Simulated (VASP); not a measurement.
Here is a VASP 6.6.1 calculation.

POSCAR

```
GaN
1.0
    0.0000000000      2.1793369142      2.1793369142
    2.1793369142      0.0000000000      2.1793369142
    2.1793369142      2.1793369142      0.0000000000
Ga N
1 1
Direct
    0.0000000000      0.0000000000      0.0000000000
    0.7500000000      0.7500000000      0.7500000000
```

INCAR.step1

```
SYSTEM = GaN
ALGO     = Normal         ! electronic algorithm
EDIFF    = 1E-4           ! SCF threshold, eV
ENCUT    = 520            ! plane-wave cutoff, eV
GGA      = PE             ! functional
ISMEAR   = 0              ! smearing method
LASPH    = .True.         ! aspherical terms in the spheres
LCHARG   = .False.        ! write CHGCAR
LREAL    = .False.        ! projectors in reciprocal space
LWAVE    = .True.         ! write WAVECAR
NBANDS   = 16             ! bands
NELM     = 60             ! most SCF steps
PREC     = Accurate       ! precision mode
SIGMA    = 0.02           ! smearing width, eV
```

File INCAR.step2:

```
SYSTEM = GaN
ALGO     = Normal         ! electronic algorithm
EDIFF    = 1E-6           ! SCF threshold, eV
ENCUT    = 520            ! plane-wave cutoff, eV
ISIF     = 2              ! what is computed and relaxed
ISMEAR   = 0              ! smearing method
ISTART   = 1            
LASPH    = .True.         ! aspherical terms in the spheres
LCHARG   = .False.        ! write CHGCAR
LMIXTAU  = .True.       
LREAL    = .False.        ! projectors in reciprocal space
LWAVE    = .False.        ! write WAVECAR
METAGGA  = R2SCAN         ! meta-GGA
NBANDS   = 16             ! bands
NELM     = 60             ! most SCF steps
PREC     = Accurate       ! precision mode
SIGMA    = 0.02           ! smearing width, eV
```

KPOINTS

```
k-points
0
Gamma
  10 10 10
  0 0 0
```

Potentials or basis: VASP PAW PBE potentials, release 64 (Ga_d, N).

Run with:

```bash
$ cat potpaw_PBE.64/Ga_d/POTCAR potpaw_PBE.64/N/POTCAR > POTCAR
$ cp INCAR.step1 INCAR
$ mpirun -np 1 vasp_std > vasp.out
$ cp INCAR.step2 INCAR
$ mpirun -np 1 vasp_std > vasp.out
```

(1) Estimate the band gap on the k mesh.

(2) Estimate the pressure.

## Answers

(1) 2.79 eV, direct.

(2) 24.1 GPa.

Caveat: the PAW data sets were made with another functional, which shifts forces and pressure a little.
